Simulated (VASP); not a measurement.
Write the native input for VASP 6.6.1 that does the following.

```
Task                   : relaxation of cell and atoms
Functional             : PBE
Potentials or basis    : VASP PAW PBE potentials, release 64 (Mg, C)
Cutoff                 : 600 eV
k mesh                 : 12 × 12 × 6
Occupations            : gaussian, width 0.1 eV
Spin                   : no spin polarisation
Dipole correction      : no
Further INCAR settings : ALGO = Normal; EDIFF = 1e-07; IBRION = 2; EDIFFG = -0.01; NSW = 100; ISIF = 3
```

The structure of MgC6 lies in POSCAR:

```
MgC6
1.0
    4.2646903740      0.0000000000      0.0000000000
   -2.1323451870      3.6933302032      0.0000000000
    0.0000000000      0.0000000000      7.9302211239
Mg C
1 6
Direct
    0.0000000000      0.0000000000      0.0000000000
    0.3333219646      0.0000000000      0.5000000000
    0.6666780354      0.0000000000      0.5000000000
    0.0000000000      0.3333219646      0.5000000000
    0.0000000000      0.6666780354      0.5000000000
    0.6666780354      0.6666780354      0.5000000000
    0.3333219646      0.3333219646      0.5000000000
```

The cell was built from a structure type or drawn by symmetry, and may not be a known phase.

The input as run:

INCAR

```
SYSTEM = MgC6
PREC     = Accurate       ! precision mode
ENCUT    = 600            ! plane-wave cutoff, eV
EDIFF    = 1E-7           ! SCF threshold, eV
ISMEAR   = 0              ! smearing method
SIGMA    = 0.1            ! smearing width, eV
LREAL    = .FALSE.        ! projectors in reciprocal space
LASPH    = .TRUE.         ! aspherical terms in the spheres
NELM     = 100            ! most SCF steps
ALGO     = Normal         ! electronic algorithm
ISIF     = 3              ! what is computed and relaxed
LWAVE    = .FALSE.        ! write WAVECAR
LCHARG   = .FALSE.        ! write CHGCAR
GGA      = PE             ! functional
IBRION   = 2              ! ionic algorithm
NSW      = 100            ! ionic steps
EDIFFG   = -0.01          ! ionic threshold
```

KPOINTS

```
Automatic mesh
0
G
  12 12 6
  0 0 0
```

Potentials or basis: VASP PAW PBE potentials, release 64 (Mg, C).

The run is started by

```bash
$ cat potpaw_PBE.64/Mg/POTCAR potpaw_PBE.64/C/POTCAR > POTCAR
$ mpirun -np 1 vasp_std > vasp.out
```

Results of the run:

- Relaxed volume: 17.02 Å³/atom
- Relaxed cell: a = 4.265 Å, b = 4.265 Å, c = 7.565 Å, α = 90.00°, β = 90.00°, γ = 120.00°
- Space group after relaxing (to 0.1 Å): P6/mmm (No. 191)
- Energy gained by relaxing: 0.2 meV/atom
- Ionic steps: 16
- Pressure after relaxing: 0.0 GPa
- Largest force after relaxing: 0.006 eV/Å
- Band gap on the k mesh: zero (bands 13 and 14 overlap by 0.84 eV)

Wall time 17 min on 1 thread of Intel(R) Xeon(R) Platinum 8488C (Sapphire Rapids) (shared host), peak memory 0.41 GiB.
